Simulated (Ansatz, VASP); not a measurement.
**One calculation of CdS, two programs**

The input INCAR:

```
ALGO = Normal
EDIFF = 1E-7
ENCUT = 520
GGA = PE
ISIF = 2
ISMEAR = 0
LASPH = True
LCHARG = True
LELF = True
LREAL = False
LVHAR = True
LWAVE = False
NBANDS = 16
NELM = 100
PREC = Accurate
SIGMA = 0.05
```

KPOINTS

```
k-points
0
Gamma
  8 8 8
```

The input POSCAR:

```
CdS
1.0
    0.0000000000      2.9100000000      2.9100000000
    2.9100000000      0.0000000000      2.9100000000
    2.9100000000      2.9100000000      0.0000000000
Cd S
1 1
Direct
    0.0257731959     -0.0257731959      0.0257731959
    0.7500000000      0.7500000000      0.7500000000
```

Input for Ansatz:

```yaml
crystal:
  lattice:
    - [0.0, 2.91, 2.91]
    - [2.91, 0.0, 2.91]
    - [2.91, 2.91, 0.0]
  atoms:
    - { symbol: Cd, position: [0.0257731959, -0.0257731959, 0.0257731959] }
    - { symbol: S, position: [0.75, 0.75, 0.75] }
basis:
  ecutwfc: 420
kpoints:
  mp_grid: { grid: [8, 8, 8] }
hamiltonian:
  xc: pbe
scf:
  occupations: { method: gaussian, width: 0.05 }
output:
  forces: true
  stress: true
  eigenvalues: true
```

Change from the starting cell: all Cd atoms moved +0.150 Å, as atom 1 along Cartesian [0 1 0].

Alike in both runs: task single point; functional PBE; k mesh 8 × 8 × 8; occupations gaussian, width 0.05 eV; no spin polarisation.

|  | VASP | Ansatz |
| --- | --- | --- |
| version | VASP 6.6.1 | Ansatz 0.2.0 |
| potentials or method | VASP PAW PBE potentials, release 64 (Cd, S), cutoff 520 eV | scalar-relativistic, plane waves, PAW |
| valence electrons in the cell | 18 | 26 |

```csv
,VASP,Ansatz,Ansatz less VASP
gap on the k mesh at the Fermi level (eV),1.17,1.16,-0.007
least direct gap on the mesh (eV),1.17,1.16,-0.007
pressure (GPa),4.2,3.8,-0.39
"traceless stress, the component that is largest in VASP (GPa)",-3.69,-3.55,+0.135
rms of the force components (eV/Å),0.458,0.445,-0.0124
```

Atom by atom the forces differ by 0.012 eV/Å (rms over components). VASP's potentials hold 18 valence electrons a cell and Ansatz's 26, so a difference there can come from the potentials and not from the codes.
